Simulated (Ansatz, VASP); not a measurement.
**Two plane-wave programs on MgGaC4N4**

The input INCAR:

```
SYSTEM = MgGaC4N4
PREC = Accurate
ENCUT = 600
EDIFF = 1E-6
ISMEAR = 0
SIGMA = 0.1
LREAL = .False.
LASPH = .True.
NELM = 60
ALGO = Normal
ISIF = 3
LWAVE = .False.
LCHARG = .False.
GGA = PE
IBRION = 2
NSW = 90
EDIFFG = -0.04
```

The input KPOINTS:

```
Automatic mesh
0
Gamma
  4 4 4
  0 0 0
```

POSCAR

```
MgGaC4N4
1.0
    5.9293872600      0.0000000000      0.0000000000
    0.0000000000      5.9293872600      0.0000000000
    0.0000000000      0.0000000000      5.9293872600
Mg Ga C N
1 1 4 4
Direct
    0.0000000000      0.0000000000      0.0000000000
    0.5000000000      0.5000000000      0.5000000000
    0.1927945500      0.1927945500      0.1927945500
    0.1927945500      0.8072054500      0.8072054500
    0.8072054500      0.1927945500      0.8072054500
    0.8072054500      0.8072054500      0.1927945500
    0.3067186000      0.3067186000      0.3067186000
    0.3067186000      0.6932814000      0.6932814000
    0.6932814000      0.3067186000      0.6932814000
    0.6932814000      0.6932814000      0.3067186000
```

Input for Ansatz:

```yaml
crystal:
  lattice:
    - [5.92938726, 0.0, 0.0]
    - [0.0, 5.92938726, 0.0]
    - [0.0, 0.0, 5.92938726]
  atoms:
    - { symbol: Mg, position: [0.0, 0.0, 0.0] }
    - { symbol: Ga, position: [0.5, 0.5, 0.5] }
    - { symbol: C, position: [0.19279455, 0.19279455, 0.19279455] }
    - { symbol: C, position: [0.19279455, 0.80720545, 0.80720545] }
    - { symbol: C, position: [0.80720545, 0.19279455, 0.80720545] }
    - { symbol: C, position: [0.80720545, 0.80720545, 0.19279455] }
    - { symbol: "N", position: [0.3067186, 0.3067186, 0.3067186] }
    - { symbol: "N", position: [0.3067186, 0.6932814, 0.6932814] }
    - { symbol: "N", position: [0.6932814, 0.3067186, 0.6932814] }
    - { symbol: "N", position: [0.6932814, 0.6932814, 0.3067186] }
basis:
  ecutwfc: 420
kpoints:
  mp_grid: { grid: [4, 4, 4] }
hamiltonian:
  xc: pbe
scf:
  occupations: { method: gaussian, width: 0.1 }
  lower_state_search: "off"
output:
  forces: true
  stress: true
  eigenvalues: true
relax:
  adjacent_minimum: "off"
  f_tol: 0.04
  max_steps: 70
  cell: { stress_tol: 0.4 }
```

Alike in both runs: task relaxation of cell and atoms; functional PBE; k mesh 4 × 4 × 4; occupations gaussian, width 0.1 eV; no spin polarisation.

|  | VASP | Ansatz |
| --- | --- | --- |
| version | VASP 6.6.1 | Ansatz 0.2.0 |
| potentials or method | VASP PAW PBE potentials, release 64 (Mg, Ga_d, C, N), cutoff 600 eV | scalar-relativistic, plane waves, PAW |
| valence electrons in the cell | 51 | 59 |

```tsv
	VASP	Ansatz	Ansatz less VASP
gap on the k mesh at the Fermi level, each at its own relaxed structure (eV)	none	none	-
relaxed volume (Å³/atom)	22.01	21.96	-0.053
relaxed length of the cell vector where the two differ most in proportion (Å)	6.038	6.033	-0.0048
```

A gap of «none» marks a metal or a gap that the smearing closes. VASP's potentials hold 51 valence electrons a cell and Ansatz's 59, so a difference there can come from the potentials and not from the codes.

Noted on VASP's run: the standard files for N, O and F lose accuracy on very short bonds.
